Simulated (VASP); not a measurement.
Set up this calculation in VASP 6.6.1, as the native input.

```yaml
Task: single point
Functional: PBE
Potentials_or_basis: VASP PAW PBE potentials, release 64 (Gd, O)
Cutoff: 520 eV
k_mesh: 9 × 9 × 9
Occupations: gaussian, width 0.02 eV
Spin: collinear spin, ferromagnetic start
Starting_moments: "[7.0, 0.0] μB"
Dipole_correction: no
Further_INCAR_settings: ALGO = Normal; EDIFF = 1e-06; NBANDS = 23
```

The structure of GdO lies in POSCAR:

```
GdO
1.0
    2.8018137600      0.0000000000      0.0000000000
    0.0000000000      2.8018137600      0.0000000000
    0.0000000000      0.0000000000      2.8018137600
Gd O
1 1
Direct
    0.0000000000      0.0000000000      0.0000000000
    0.5000000000      0.5000000000      0.5000000000
```

The input as run:

INCAR

```
SYSTEM = GdO
PREC = Accurate
ENCUT = 520
EDIFF = 1E-6
ISMEAR = 0
SIGMA = 0.02
LREAL = .FALSE.
LASPH = .TRUE.
NELM = 150
ALGO = Normal
ISIF = 2
LWAVE = .FALSE.
LCHARG = .FALSE.
ISPIN = 2
MAGMOM = 7 0
LORBIT = 11
LMAXMIX = 6
GGA = PE
NBANDS = 23
```

KPOINTS

```
Automatic mesh
0
G
  9 9 9
  0 0 0
```

Potentials or basis: VASP PAW PBE potentials, release 64 (Gd, O).

Run with:

```console
$ cat potpaw_PBE.64/Gd/POTCAR potpaw_PBE.64/O/POTCAR > POTCAR
$ mpirun -np 1 vasp_std > vasp.out
```

Results of the run:

| Quantity | Value |
| --- | --- |
| Pressure | 48.9 GPa |
| Net moment | 6.96 μB per cell |
| Site moments | Gd +6.70; O +0.01 μB |
| Valence electrons inside the program's atomic spheres | Gd 15.66; O 5.07 |

Caveat: the cell stands under pressure; a cell with one magnetic atom can't hold antiferromagnetic order, which such compounds often take.

It took 110 s on 1 thread of Intel Xeon 8259CL (shared host), peak memory 0.18 GiB.
